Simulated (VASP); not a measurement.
**W3N4: single point with PBE**

The system is W3N4.

```xyz
7
Lattice="4.1220 0.0000 0.0000 0.0000 4.1220 0.0000 0.0000 0.0000 4.1220" Properties=species:S:1:pos:R:3 pbc="T T T"
W     2.0610    2.0610    0.0000
W     0.0000    2.0610    2.0610
W     2.0610    0.0000    2.0610
N     2.0610    2.0610    2.0610
N     2.0610    0.0000    0.0000
N     0.0000    2.0610    0.0000
N     0.0000    0.0000    2.0610
```

* Program: VASP 6.6.1
* Task: single point
* Functional: PBE
* Potentials or basis: VASP PAW PBE potentials, release 64 (W_sv, N)
* Cutoff: 520 eV
* k mesh: 14 × 14 × 14
* Occupations: gaussian, width 0.1 eV
* Spin: no spin polarisation

- Pressure: 28.9 GPa
- Band gap on the k mesh: zero (bands 31 and 32 overlap by 2.68 eV)

Levels at points of the mesh, in eV from the Fermi level:
| k point | band 29 | band 30 | band 31 | band 32 | band 33 | band 34 |
| --- | --- | --- | --- | --- | --- | --- |
| (0.00, 0.00, 0.00) | -2.22 | -2.22 | -2.22 | -0.86 | -0.86 | -0.86 |
| (0.50, 0.00, 0.00) | -3.54 | -1.77 | 0.01 | 0.01 | 0.04 | 0.25 |
| (0.50, 0.50, 0.00) | -0.54 | 0.40 | 0.40 | 0.58 | 0.58 | 1.41 |
| (0.50, 0.50, 0.50) | 1.27 | 1.27 | 1.27 | 1.85 | 1.85 | 1.85 |

Wall time 2.3 min on 1 thread of Intel(R) Xeon(R) Platinum 8488C (Sapphire Rapids), with other jobs on the host, peak memory 0.36 GiB.

Caveat: the cell stands under pressure; spin-orbit coupling is left out, which moves the levels of the heavy elements.
